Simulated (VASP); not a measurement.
# KF (Carobbiite) (Fm-3m) in VASP: a series of runs

KF (Carobbiite) is run at these levels: r2SCAN; tasks: single point.

Program: VASP 6.6.1. These are calculated values, not measurements. Logs are shortened: lines on timing, memory, paths and dates and some standing lists are left out, and cuts for length are marked.

### 1 The cell of the first run

It takes space group Fm-3m (No. 225, cubic). The conventional cell has a = 5.344 Å, b = 5.344 Å, c = 5.344 Å, α = 90.00°, β = 90.00°, γ = 90.00°. K (site symmetry m-3m) has 6 F at 2.67 Å within 3.5 Å. F (site symmetry m-3m) has 6 K at 2.67 Å within 3.5 Å.

### 2 Single point, r2SCAN

Input file POSCAR:

```
KF
1.0
    0.0000000000      2.6718500000      2.6718500000
    2.6718500000      0.0000000000      2.6718500000
    2.6718500000      2.6718500000      0.0000000000
K F
1 1
Direct
    0.0000000000      0.0000000000      0.0000000000
    0.5000000000      0.5000000000      0.5000000000
```

Input file INCAR.step1:

```
PREC     = Accurate       # precision mode
ENCUT    = 520            # plane-wave cutoff, eV
ISMEAR   = 1              # smearing method
SIGMA    = 0.05           # smearing width, eV
LREAL    = False          # projectors in reciprocal space
LASPH    = True           # aspherical terms in the spheres
NELM     = 60             # most SCF steps
NBANDS   = 15             # bands
GGA      = PE             # functional
ALGO     = Normal         # electronic algorithm
EDIFF    = 1E-4           # SCF threshold, eV
LWAVE    = True           # write WAVECAR
LCHARG   = False          # write CHGCAR
```

Input file INCAR.step2:

```
PREC     = Accurate       # precision mode
ENCUT    = 520            # plane-wave cutoff, eV
EDIFF    = 1E-6           # SCF threshold, eV
ISMEAR   = 1              # smearing method
SIGMA    = 0.05           # smearing width, eV
LREAL    = False          # projectors in reciprocal space
LASPH    = True           # aspherical terms in the spheres
NELM     = 60             # most SCF steps
ALGO     = Normal         # electronic algorithm
ISIF     = 2              # what is computed and relaxed
LWAVE    = False          # write WAVECAR
LCHARG   = False          # write CHGCAR
METAGGA  = R2SCAN         # meta-GGA
LMIXTAU  = True         
NBANDS   = 15             # bands
ISTART   = 1
```

Input file KPOINTS:

```
regular mesh
0
Gamma
  7 7 7
```

Potentials or basis: VASP PAW PBE potentials, release 64 (K_sv, F).

The run is started by

```console
$ cat potpaw_PBE.64/K_sv/POTCAR potpaw_PBE.64/F/POTCAR > POTCAR
$ cp INCAR.step1 INCAR
$ mpirun -np 1 vasp_std > vasp.out
$ cp INCAR.step2 INCAR
$ mpirun -np 1 vasp_std > vasp.out
```

OUTCAR:

```text
PREC = Accurate
   ENCUT = 520
   EDIFF = 1E-6
   ISMEAR = 1
   LREAL = False
   LASPH = True
   NELM = 60
   ISIF = 2
   METAGGA = R2SCAN
   ISTART = 1

 ion  position               nearest neighbor table
   1  0.000  0.000  0.000-   2 2.67   2 2.67   2 2.67   2 2.67   2 2.67   2 2.67
   2  0.500  0.500  0.500-   1 2.67   1 2.67   1 2.67   1 2.67   1 2.67   1 2.67

  LATTYP: Found a face centered cubic cell.
 ALAT       =     5.3437000000

  Lattice vectors:

 A1 = (   0.0000000000,   2.6718500000,   2.6718500000)
 A2 = (   2.6718500000,   0.0000000000,   2.6718500000)
 A3 = (   2.6718500000,   2.6718500000,   0.0000000000)

Analysis of symmetry for initial positions (statically):
=====================================================================
 Subroutine PRICEL returns:
 Original cell was already a primitive cell.

 Routine SETGRP: Setting up the symmetry group for a
 face centered cubic supercell.

 Subroutine GETGRP returns: Found 48 space group operations
[... 9 lines left out ...]

 Routine SETGRP: Setting up the symmetry group for a
 face centered cubic supercell.

 Subroutine GETGRP returns: Found 48 space group operations
[... 11 lines left out ...]
                                     Primitive cell

  volume of cell :      38.1475

  direct lattice vectors                    reciprocal lattice vectors
     0.000000000  2.671850000  2.671850000    -0.187136254  0.187136254  0.187136254
     2.671850000  0.000000000  2.671850000     0.187136254 -0.187136254  0.187136254
     2.671850000  2.671850000  0.000000000     0.187136254  0.187136254 -0.187136254

  length of vectors
     3.778566507  3.778566507  3.778566507     0.324129500  0.324129500  0.324129500

  position of ions in fractional coordinates (direct lattice)
     0.000000000  0.000000000  0.000000000
     0.500000000  0.500000000  0.500000000

  ion indices of the primitive-cell ions
   primitive index   ion index
                 1           1
                 2           2

----------------------------------------------------------------------------------------

 KPOINTS: regular mesh

Automatic generation of k-mesh.
 Grid dimensions read from file:
 generate k-points for:    7    7    7

 Generating k-lattice:

  Cartesian coordinates                     Fractional coordinates (reciprocal lattice)
    -0.026733751  0.026733751  0.026733751     0.142857143  0.000000000  0.000000000
     0.026733751 -0.026733751  0.026733751     0.000000000  0.142857143  0.000000000
     0.026733751  0.026733751 -0.026733751     0.000000000  0.000000000  0.142857143

  Length of vectors
     0.046304214  0.046304214  0.046304214

  Shift w.r.t. Gamma in fractional coordinates (k-lattice)
     0.000000000  0.000000000  0.000000000

 Subroutine IBZKPT returns following result:
 ===========================================

 Found     20 irreducible k-points:

 Following reciprocal coordinates:
            Coordinates               Weight
  0.000000  0.000000  0.000000      1.000000
  0.142857  0.000000  0.000000      8.000000
  0.285714  0.000000  0.000000      8.000000
  0.428571  0.000000  0.000000      8.000000
  0.142857  0.142857  0.000000      6.000000
  0.285714  0.142857  0.000000     24.000000
[... 12 lines left out ...]
 -0.428571  0.428571  0.142857     24.000000
 -0.285714  0.428571  0.142857     24.000000
   k-points           NKPTS =     20   k-points in BZ     NKDIM =     20   number of bands    NBANDS=     15
   number of dos      NEDOS =    301   number of ions     NIONS =      2
   total plane-waves  NPLWV =  21952
   dimension x,y,z NGX =    28 NGY =   28 NGZ =   28
   dimension x,y,z NGXF=    56 NGYF=   56 NGZF=   56
   ions per type =               1   1
   NGX,Y,Z   is equivalent  to a cutoff of  12.32, 12.32, 12.32 a.u.
   NGXF,Y,Z  is equivalent  to a cutoff of  24.64, 24.64, 24.64 a.u.
 SYSTEM =  unknown system
   PREC   = accura    normal or accurate (medium, high low for compatibility)
   ISTART =      1    job   : 0-new  1-cont  2-samecut
   ICHARG =      0    charge: 1-file 2-atom 10-const
   ISPIN  =      1    spin polarized calculation?
   LNONCOLLINEAR =      F non collinear calculations
   LSORBIT =      F    spin-orbit coupling
   LASPH  =      T    aspherical Exc in radial PAW
   ENCUT  =  520.0 eV  38.22 Ry    6.18 a.u.   7.03  7.03  7.03*2*pi/ulx,y,z
   NELM   =     60;   NELMIN=  2; NELMDL=  0     # of ELM steps
   EDIFF  = 0.1E-05   stopping-criterion for ELM
   LREAL  =      F    real-space projection
   EDIFFG = 0.1E-04   stopping-criterion for IOM
   NSW    =      0    number of steps for IOM
   IBRION =     -1    ionic relax: 0-MD 1-quasi-New 2-CG
   NFREE  =      0    steps in history (QN), initial steepest desc. (CG)
   ISIF   =      2    stress and relaxation
   ISYM   =      2    0-nonsym 1-usesym 2-fastsym
   POTIM  = 0.5000    time-step for ionic-motion
   TEBEG  =    0.0;   TEEND  =   0.0 temperature during run
   PSTRESS=    0.0 pullay stress
   NELECT =      16.0000    total number of electrons
   NUPDOWN=      -1.0000    fix difference up-down
   EMIN   =  10.00;   EMAX   =-10.00  energy-range for DOS
   EFERMI =   0.00;   METHOD = LEGACY
   ISMEAR =     1;   SIGMA  =   0.05  broadening in eV -4-tet -1-fermi 0-gaus
   EFERMI_NEDOS =   21; number of points for ismear=-14 and -15
   IALGO  =     38    algorithm
   IMIX   =      4    mixing-type and parameters
     AMIX     =   0.40;   BMIX     =  1.00
     AMIX_MAG =   1.60;   BMIX_MAG =  1.00
  volume/ion in A,a.u.               =      19.07       128.72
  Fermi-wavevector in a.u.,A,eV,Ry     =   1.225442  2.315750 20.431978  1.501708
  Thomas-Fermi vector in A             =   2.360480
   LORBIT       =      0    0 simple, 1 ext, 2 COOP (PROOUT), +10 PAW based schemes
   METAGGA = R2SCAN    functional components
   LHFCALC =     F    Hartree Fock is set to
   AEXX    =    0.0000 exact exchange contribution
   IVDW    =     0    specifies the selected vdW correction
   LEPSILON=     F    determine dielectric tensor
   LRPA    =     F    only Hartree local field effects (RPA)
 non-spin polarized calculation
 Methfessel and Paxton  Order N= 1 SIGMA  =   0.05
  energy-cutoff  :      520.00
  volume of cell :       38.15
 maximum number of plane-waves:      1040
   NGX = 13   NGY = 13   NGZ = 13

 number of electron      16.0000002 magnetization

 Free energy of the ion-electron system (eV)
  ---------------------------------------------------
  ext. energy  EPLUGINS =         0.00000000
  ---------------------------------------------------
  free energy    TOTEN  =       -14.97247351 eV

  energy without entropy =      -14.97360097  energy(sigma->0) =      -14.97284933

 E-fermi :  -3.3447     XC(G=0):  -8.8986

 val. band max:       -3.3505073261   @ k =   0.0000   0.0000   0.0000
 cond. band min:       3.4799065655   @ k =   0.0000   0.0000   0.0000
 fundamental gap:      6.8304138916
 Fermi energy:        -3.3447327369

 k-point     1 :       0.0000    0.0000    0.0000
  band No.  band energies     occupation
      1     -30.4727      2.00000
      2     -23.1394      2.00000
      3     -12.9583      2.00000
      4     -12.9583      2.00000
      5     -12.9583      2.00000
      6      -3.3505      1.19460
      7      -3.3505      1.19404
      8      -3.3505      1.19404
      9       3.4799      0.00000
     10       8.1036      0.00000
     11       8.1036      0.00000
     12       8.1036      0.00000
     13       9.9646      0.00000
     14       9.9646      0.00000
     15      13.8399      0.00000

 k-point     2 :       0.1429    0.0000    0.0000
  band No.  band energies     occupation
      1     -30.4551      2.00000
      2     -23.1561      2.00000
      3     -13.0106      2.00000
      4     -12.9651      2.00000
      5     -12.9651      2.00000
      6      -3.5191      2.00001
      7      -3.4157      2.06210
      8      -3.4157      2.06212
      9       4.0366      0.00000
     10       7.7340      0.00000
     11       8.3830      0.00000
     12       8.3830      0.00000
     13      10.1550      0.00000
     14      10.1550      0.00000
     15      14.8739      0.00000

 k-point     3 :       0.2857    0.0000    0.0000
  band No.  band energies     occupation
      1     -30.4151      2.00000
      2     -23.1928      2.00000
      3     -13.1268      2.00000
      4     -12.9800      2.00000
      5     -12.9800      2.00000
      6      -3.8496      2.00000
      7      -3.5586      2.00000
      8      -3.5586      2.00000
      9       5.3389      0.00000
     10       7.3504      0.00000
     11       9.0307      0.00000
     12       9.0307      0.00000
     13      10.7538      0.00000
     14      10.7538      0.00000
     15      15.8682      0.00000

 k-point     4 :       0.4286    0.0000    0.0000
  band No.  band energies     occupation
      1     -30.3826      2.00000
      2     -23.2223      2.00000
      3     -13.2187      2.00000
      4     -12.9918      2.00000
      5     -12.9918      2.00000
      6      -4.0814      2.00000
      7      -3.6698      2.00000
      8      -3.6698      2.00000
      9       6.2495      0.00000
     10       7.7187      0.00000
     11       9.5119      0.00000
     12       9.5119      0.00000
     13      11.7044      0.00000
     14      11.7044      0.00000
     15      14.2460      0.00000
[... 235 lines left out ...]
 k-point    18 :      -0.4286    0.2857    0.1429
  band No.  band energies     occupation
      1     -30.3672      2.00000
      2     -23.1998      2.00000
      3     -13.2735      2.00000
      4     -13.2014      2.00000
      5     -13.0327      2.00000
      6      -3.8575      2.00000
      7      -3.6278      2.00000
      8      -3.5299      2.00000
      9       6.6732      0.00000
     10       7.1358      0.00000
     11       9.1529      0.00000
     12      10.4075      0.00000
     13      11.3571      0.00000
     14      12.5277      0.00000
     15      13.2981      0.00000

 k-point    19 :      -0.4286    0.4286    0.1429
  band No.  band energies     occupation
      1     -30.3603      2.00000
      2     -23.1796      2.00000
      3     -13.4026      2.00000
      4     -13.2198      2.00000
      5     -13.0847      2.00000
      6      -3.6521      2.00000
      7      -3.5623      2.00000
      8      -3.4507      2.01069
      9       6.0543      0.00000
     10       7.6165      0.00000
     11       8.8063      0.00000
     12      11.1491      0.00000
     13      11.4497      0.00000
     14      12.4219      0.00000
     15      13.3000      0.00000

 k-point    20 :      -0.2857    0.4286    0.1429
  band No.  band energies     occupation
      1     -30.3569      2.00000
      2     -23.1877      2.00000
      3     -13.3621      2.00000
      4     -13.2727      2.00000
      5     -13.0515      2.00000
      6      -3.7494      2.00000
      7      -3.5342      2.00000
      8      -3.5208      2.00001
      9       6.6384      0.00000
     10       7.3702      0.00000
     11       8.8222      0.00000
     12      11.1228      0.00000
     13      11.4038      0.00000
     14      12.5305      0.00000
     15      13.7471      0.00000

------------------------ aborting loop because EDIFF is reached ----------------------------------------

  FORCE on cell =-STRESS in cart. coord.  units (eV):
  Direction    XX          YY          ZZ          XY          YZ          ZX
  --------------------------------------------------------------------------------------
  -------------------------------------------------------------------------------------
  Total       -0.1266814     -0.1266814     -0.1266814      0.0000000     -0.0000000      0.0000000
  in kB       -5.3205577     -5.3205577     -5.3205577      0.0000000     -0.0000000      0.0000000
  external PRESSURE =      -5.3205577 kB  Pullay stress =       0.0000000 kB

 VOLUME and BASIS-vectors are now :
 -----------------------------------------------------------------------------
  energy-cutoff  :      520.00
  volume of cell :       38.15
      direct lattice vectors                 reciprocal lattice vectors
     0.000000000  2.671850000  2.671850000    -0.187136254  0.187136254  0.187136254
     2.671850000  0.000000000  2.671850000     0.187136254 -0.187136254  0.187136254
     2.671850000  2.671850000  0.000000000     0.187136254  0.187136254 -0.187136254

 POSITION                                       TOTAL-FORCE (eV/Angst)
 -----------------------------------------------------------------------------------
      0.00000      0.00000      0.00000        -0.000000      0.000000      0.000000
      2.67185      2.67185      2.67185         0.000000     -0.000000     -0.000000
 -----------------------------------------------------------------------------------
    total drift:                                0.000000      0.000000      0.000000

  FREE ENERGIE OF THE ION-ELECTRON SYSTEM (eV)
  ---------------------------------------------------
  free  energy   TOTEN  =       -14.9724735082 eV

  energy  without entropy=      -14.9736009683  energy(sigma->0) =      -14.97284933
```

Wall time 42 s (1 thread of Intel Xeon Platinum 8559C (Emerald Rapids), shared host); peak memory 0.16 GiB.

What came out:

- Free energy: -14.9725 eV
- Pressure: -0.5 GPa
- Band gap on the k mesh: 6.83 eV, direct

Levels at points of the mesh, in eV from the valence-band top:
```tsv
k point	band 4	band 5	band 6	band 7	band 8	band 9	band 10	band 11	band 12	band 13
(0.00, 0.00, 0.00)	-9.61	-9.61	0.00	0.00	0.00	6.83	11.45	11.45	11.45	13.32
```

Caveat: the PAW data sets were made with another functional, which shifts forces and pressure a little. r2SCAN opens gaps a little over a GGA but as a rule still falls short of measured ones.

### 3 Single point, r2SCAN

POSCAR is that of step 2.

Input file INCAR.step1:

```
PREC = Accurate
ENCUT = 520
ISMEAR = 0
SIGMA = 0.1
LREAL = F
LASPH = T
NELM = 60
NBANDS = 15
GGA = PE
ALGO = Normal
EDIFF = 1E-4
LWAVE = T
LCHARG = F
```

Input file INCAR.step2:

```
PREC = Accurate
ENCUT = 520
EDIFF = 1E-7
ISMEAR = 0
SIGMA = 0.1
LREAL = F
LASPH = T
NELM = 60
ALGO = Normal
ISIF = 2
LWAVE = F
LCHARG = F
METAGGA = R2SCAN
LMIXTAU = T
NBANDS = 15
ISTART = 1
```

Input file KPOINTS:

```
regular mesh
0
Gamma
  8 8 8
```

Potentials or basis: VASP PAW PBE potentials, release 64 (K_sv, F).

The run is started by

```console
$ cat potpaw_PBE.64/K_sv/POTCAR potpaw_PBE.64/F/POTCAR > POTCAR
$ cp INCAR.step1 INCAR
$ mpirun -np 1 vasp_std > vasp.out
$ cp INCAR.step2 INCAR
$ mpirun -np 1 vasp_std > vasp.out
```

Wall time 59 s (1 thread of Intel Xeon Platinum 8559C (Emerald Rapids), shared host); peak memory 0.17 GiB.

The run converged. Its results:

| Property | Result |
| --- | --- |
| Free energy | -14.9728 eV |
| Pressure | -0.5 GPa |
| Band gap on the k mesh | 6.83 eV, direct |

Levels at points of the mesh, in eV from the valence-band top:
```tsv
k point	band 4	band 5	band 6	band 7	band 8	band 9	band 10	band 11	band 12	band 13
(0.00, 0.00, 0.00)	-9.61	-9.61	0.00	0.00	0.00	6.83	11.45	11.45	11.45	13.31
(0.50, 0.00, 0.00)	-9.64	-9.64	-0.76	-0.34	-0.34	9.68	11.25	12.92	12.92	15.28
(0.50, 0.50, 0.00)	-9.82	-9.82	-0.20	-0.05	-0.05	8.76	11.22	12.42	14.63	15.13
```

Caveat: the PAW data sets were made with another functional, which shifts forces and pressure a little.

[end of part 1 of 2]
